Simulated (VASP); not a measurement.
# Si4N in VASP: notebook, part 2 of 2

VASP 6.6.1. Earlier steps stand in the parts before.

**3. Single point, PBE+D3(BJ), collinear spin, ferromagnetic start**

File INCAR:

```
SYSTEM = Si4N
ALGO = Normal
DIPOL = 0.5 0.5 0.327
EDIFF = 1E-7
ENCUT = 520
GGA = PE
IDIPOL = 3
ISIF = 2
ISMEAR = 0
ISPIN = 2
IVDW = 12
LASPH = .True.
LCHARG = .True.
LDIPOL = .True.
LELF = .True.
LORBIT = 11
LREAL = .False.
LVACPOTAV = .True.
LVHAR = .True.
LWAVE = .False.
MAGMOM = 0 0 0 0 3
NBANDS = 22
NELM = 150
PREC = Accurate
SIGMA = 0.05
```

File KPOINTS:

```
k-points
0
Gamma
  7 7 1
  0 0 0
```

File POSCAR:

```
Si4N
1.0
    3.8333442755      0.0000000000      0.0000000000
    0.0000000000      3.8333442755      0.0000000000
    0.0000000000      0.0000000000     21.1034818114
Si N
4 1
Direct
    0.0000000000      0.5000000000      0.1895421825
    0.0000000000      0.0000000000      0.2537634269
    0.5000000000      0.0000000000      0.3207061922
    0.5000000000      0.5000000000      0.3839879070
    0.8750000000      0.8750000000      0.4882361074
```

Potentials or basis: VASP PAW PBE potentials, release 64 (Si, N).

Launch:

```
cat potpaw_PBE.64/Si/POTCAR potpaw_PBE.64/N/POTCAR > POTCAR
mpirun -np 1 vasp_std > vasp.out
```

It took 9.6 min on 1 thread of Intel Xeon 6975P-C (Granite Rapids), shared host; peak memory 0.62 GiB.

The run converged. Its results:

```yaml
Free_energy: -22.4928 eV
Largest_force: 0.661 eV/Å
Net_moment: 2.47 μB per cell
Site_moments: Si +0.01, -0.01, +0.00, -0.08; N +1.78 μB
Valence_electrons_inside_the_program's_atomic_spheres: Si 1.59, 1.67, 1.57; N 3.28
Dispersion_energy_per_atom: -0.206 eV
```

Forces in eV/Å, atoms in the order of the input:
```
Si   0.026  0.027  0.052
Si   0.003  0.026  0.084
Si   0.082 -0.094  0.030
Si   0.085  0.293  0.411
N   -0.197 -0.252 -0.578
```

Levels at points of the mesh, in eV from the Fermi level:
Spin up:
```csv
k point,band 10,band 11,band 12,band 13,band 14,band 15
"(0.00, 0.00, 0.00)",-1.28,-0.62,0.62,1.31,1.75,1.91
```
Spin down:
```
           k point  band 5  band 6  band 7  band 8  band 9  band 10  band 11  band 12  band 13  band 14
(0.00, 0.00, 0.00)   -2.08   -1.82   -1.77   -0.69    0.13     1.09     1.47     1.59     1.76     1.84
```

**4. Single point, PBE+D3(BJ), collinear spin, ferromagnetic start**

File INCAR:

```
ALGO = Normal
DIPOL = 0.5 0.5 0.327
EDIFF = 1E-6
ENCUT = 520
GGA = PE
IDIPOL = 3
ISIF = 2
ISMEAR = 0
ISPIN = 2
IVDW = 12
LASPH = T
LCHARG = F
LDIPOL = T
LORBIT = 11
LREAL = F
LWAVE = F
MAGMOM = 0 0 0 0 3
NBANDS = 22
NELM = 150
PREC = Accurate
SIGMA = 0.05
```

File KPOINTS:

```
k-points
0
Gamma
  7 7 1
```

POSCAR: that of step 3 with these lines changed.

```diff
@@ -12,2 +12,2 @@
     0.5000000000      0.5000000000      0.3839879070
-    0.8750000000      0.8750000000      0.4882361074
+    0.7500000000      0.8750000000      0.4882361074
```

Potentials or basis: VASP PAW PBE potentials, release 64 (Si, N).

Launch:

```
cat potpaw_PBE.64/Si/POTCAR potpaw_PBE.64/N/POTCAR > POTCAR
mpirun -np 1 vasp_std > vasp.out
```

OUTCAR:

```text
EDIFF = 1E-6
   ENCUT = 520
   GGA = PE
   ISIF = 2
   ISMEAR = 0
   ISPIN = 2
   IVDW = 12
   LASPH = T
   LORBIT = 11
   LREAL = F
   NELM = 150
   PREC = Accurate
 IVDW          = 12

 ion  position               nearest neighbor table
   1  0.000  0.500  0.190-   2 2.35   2 2.35
   2  0.000  0.000  0.254-   1 2.35   1 2.35   3 2.38   3 2.38
   3  0.500  0.000  0.321-   4 2.34   4 2.34   2 2.38   2 2.38
   4  0.500  0.500  0.384-   3 2.34   3 2.34
   5  0.750  0.875  0.488-

  LATTYP: Found a simple tetragonal cell.
 ALAT       =     3.8333442755
[... 1444 lines left out ...]
     0.000000000  0.000000000 21.103481811     0.000000000  0.000000000  0.047385546

 POSITION                                       TOTAL-FORCE (eV/Angst)
 -----------------------------------------------------------------------------------
      0.00000      1.91667      4.00000         0.016726      0.035943      0.020309
      0.00000      0.00000      5.35529         0.034581      0.056453      0.124572
      1.91667      0.00000      6.76802         0.046923     -0.161890      0.110255
      1.91667      1.91667      8.10348         0.198826      0.542019      0.647115
      2.87501      3.35418     10.30348        -0.297055     -0.472525     -0.902251
 -----------------------------------------------------------------------------------
    total drift:                               -0.000006      0.000084      0.000194

  FREE ENERGIE OF THE ION-ELECTRON SYSTEM (eV)
  ---------------------------------------------------
  free  energy   TOTEN  =       -22.6162775146 eV

  energy  without entropy=      -22.6135659431  energy(sigma->0) =      -22.61492173

 vacuum level on the upper side and lower side of the slab         3.593         2.924

 total charge

# of ion       s       p       d       tot
------------------------------------------
    1        0.865   0.722   0.000   1.587
    2        0.775   0.895   0.000   1.670
    3        0.775   0.891   0.000   1.666
    4        0.845   0.715   0.000   1.561
    5        1.363   1.914   0.000   3.277
--------------------------------------------------
tot          4.623   5.137   0.000   9.760

 magnetization (x)

# of ion       s       p       d       tot
------------------------------------------
    1        0.002   0.008   0.000   0.010
    2       -0.000  -0.013   0.000  -0.013
    3        0.007  -0.005   0.000   0.002
    4       -0.005  -0.097   0.000  -0.102
    5        0.033   1.673   0.000   1.706
--------------------------------------------------
tot          0.037   1.566   0.000   1.602
```

OSZICAR:

```text
N       E                     dE             d eps       ncg     rms          rms(c)
DAV:   1     0.945640918767E+02    0.94564E+02   -0.65503E+03  2200   0.677E+02
DAV:   2    -0.834789891495E+01   -0.10291E+03   -0.98180E+02  3124   0.126E+02
DAV:   3    -0.215321060278E+02   -0.13184E+02   -0.12817E+02  2828   0.417E+01
[... 20 lines left out ...]
DAV:  24    -0.215868473339E+02   -0.60050E-04   -0.27858E-06  2772   0.426E-03    0.111E-03
DAV:  25    -0.215868622650E+02   -0.14931E-04   -0.69909E-07  2618   0.219E-03    0.688E-04
DAV:  26    -0.215868686594E+02   -0.63944E-05   -0.35345E-07  2356   0.154E-03    0.472E-04
DAV:  27    -0.215868713651E+02   -0.27057E-05   -0.15823E-07  2310   0.964E-04    0.249E-04
DAV:  28    -0.215868720348E+02   -0.66977E-06   -0.56782E-08  2210   0.586E-04
   1 F= -.22616278E+02 E0= -.22614922E+02  d E =-.271157E-02  mag=     2.3158
```

Run time: 28 min. Hardware: 1 thread of AMD EPYC 7R13, shared host; peak memory 0.61 GiB.

Results:

- Free energy: -22.6163 eV
- Largest force: 1.061 eV/Å
- Net moment: 2.32 μB per cell
- Site moments: Si +0.01, -0.01, +0.00, -0.10; N +1.71 μB
- Valence electrons inside the program's atomic spheres: Si 1.59, 1.67, 1.56; N 3.28
- Dispersion energy per atom: -0.206 eV

Forces on the atoms (eV/Å):
```
Si   0.017  0.036  0.020
Si   0.035  0.056  0.125
Si   0.047 -0.162  0.110
Si   0.199  0.542  0.647
N   -0.297 -0.473 -0.902
```

**5. Single point, PBE+D3(BJ), collinear spin, ferromagnetic start**

File INCAR:

```
ALGO     = Normal         # electronic algorithm
DIPOL    = 0.5 0.5 0.327
EDIFF    = 1E-6           # SCF threshold, eV
ENCUT    = 520            # plane-wave cutoff, eV
GGA      = PE             # functional
IDIPOL   = 3            
ISIF     = 2              # what is computed and relaxed
ISMEAR   = 0              # smearing method
ISPIN    = 2              # spin polarisation
IVDW     = 12             # dispersion correction
LASPH    = T              # aspherical terms in the spheres
LCHARG   = F              # write CHGCAR
LDIPOL   = T            
LORBIT   = 11             # projections on sites
LREAL    = F              # projectors in reciprocal space
LWAVE    = F              # write WAVECAR
MAGMOM   = 0 0 0 0 3      # initial moments
NBANDS   = 22             # bands
NELM     = 150            # most SCF steps
PREC     = Accurate       # precision mode
SIGMA    = 0.05           # smearing width, eV
```

KPOINTS is that of step 4.

POSCAR: that of step 4 with these lines changed.

```diff
@@ -12,2 +12,2 @@
     0.5000000000      0.5000000000      0.3839879070
-    0.7500000000      0.8750000000      0.4882361074
+    0.8750000000      0.7500000000      0.4882361074
```

Potentials or basis: VASP PAW PBE potentials, release 64 (Si, N).

Launch:

```
cat potpaw_PBE.64/Si/POTCAR potpaw_PBE.64/N/POTCAR > POTCAR
mpirun -np 1 vasp_std > vasp.out
```

OUTCAR:

```text
EDIFF = 1E-6
   ENCUT = 520
   GGA = PE
   ISIF = 2
   ISMEAR = 0
   ISPIN = 2
   IVDW = 12
   LASPH = T
   LORBIT = 11
   LREAL = F
   NELM = 150
   PREC = Accurate
 IVDW          = 12

 ion  position               nearest neighbor table
   1  0.000  0.500  0.190-   2 2.35   2 2.35
   2  0.000  0.000  0.254-   1 2.35   1 2.35   3 2.38   3 2.38
   3  0.500  0.000  0.321-   4 2.34   4 2.34   2 2.38   2 2.38
   4  0.500  0.500  0.384-   3 2.34   3 2.34
   5  0.875  0.750  0.488-

  LATTYP: Found a simple tetragonal cell.
 ALAT       =     3.8333442755
[... 1444 lines left out ...]
     0.000000000  0.000000000 21.103481811     0.000000000  0.000000000  0.047385546

 POSITION                                       TOTAL-FORCE (eV/Angst)
 -----------------------------------------------------------------------------------
      0.00000      1.91667      4.00000        -0.027023      0.044389      0.023194
      0.00000      0.00000      5.35529         0.078873      0.043860      0.147352
      1.91667      0.00000      6.76802         0.002945     -0.148492      0.105243
      1.91667      1.91667      8.10348         0.336686      0.550774      0.857909
      3.35418      2.87501     10.30348        -0.391482     -0.490531     -1.133699
 -----------------------------------------------------------------------------------
    total drift:                               -0.000005      0.000099      0.000144

  FREE ENERGIE OF THE ION-ELECTRON SYSTEM (eV)
  ---------------------------------------------------
  free  energy   TOTEN  =       -22.6851955065 eV

  energy  without entropy=      -22.6816619179  energy(sigma->0) =      -22.68342871

 vacuum level on the upper side and lower side of the slab         3.660         2.908

 total charge

# of ion       s       p       d       tot
------------------------------------------
    1        0.864   0.722   0.000   1.586
    2        0.774   0.895   0.000   1.669
    3        0.773   0.895   0.000   1.668
    4        0.846   0.713   0.000   1.559
    5        1.364   1.912   0.000   3.275
--------------------------------------------------
tot          4.620   5.137   0.000   9.758

 magnetization (x)

# of ion       s       p       d       tot
------------------------------------------
    1        0.002  -0.001   0.000   0.001
    2       -0.001  -0.017   0.000  -0.017
    3        0.006  -0.009   0.000  -0.003
    4       -0.011  -0.140   0.000  -0.151
    5        0.031   1.629   0.000   1.661
--------------------------------------------------
tot          0.028   1.462   0.000   1.491
```

OSZICAR:

```text
N       E                     dE             d eps       ncg     rms          rms(c)
DAV:   1     0.941867885246E+02    0.94187E+02   -0.65503E+03  2200   0.677E+02
DAV:   2    -0.859927883598E+01   -0.10279E+03   -0.98137E+02  3170   0.126E+02
DAV:   3    -0.215847334054E+02   -0.12985E+02   -0.12680E+02  2828   0.412E+01
[... 20 lines left out ...]
DAV:  24    -0.216559628198E+02   -0.36568E-04   -0.20224E-06  2656   0.445E-03    0.697E-04
DAV:  25    -0.216559756469E+02   -0.12827E-04   -0.37830E-07  2472   0.243E-03    0.496E-04
DAV:  26    -0.216559807194E+02   -0.50725E-05   -0.20324E-07  2296   0.190E-03    0.350E-04
DAV:  27    -0.216559827935E+02   -0.20741E-05   -0.13126E-07  2332   0.150E-03    0.212E-04
DAV:  28    -0.216559836073E+02   -0.81379E-06   -0.67954E-08  2282   0.115E-03
   1 F= -.22685196E+02 E0= -.22683429E+02  d E =-.353359E-02  mag=     2.0468
```

It took 25 min on 1 thread of AMD EPYC 7R13, shared host; peak memory 0.61 GiB.

Results:

| Item | Value |
| --- | --- |
| Free energy | -22.6852 eV |
| Largest force | 1.296 eV/Å |
| Net moment | 2.05 μB per cell |
| Site moments | Si +0.00, -0.02, -0.00, -0.15; N +1.66 μB |
| Valence electrons inside the program's atomic spheres | Si 1.59, 1.67, 1.56; N 3.27 |
| Dispersion energy per atom | -0.206 eV |

Forces on the atoms (eV/Å):
```
Si  -0.027  0.044  0.023
Si   0.079  0.044  0.147
Si   0.003 -0.148  0.105
Si   0.337  0.551  0.858
N   -0.391 -0.491 -1.134
```
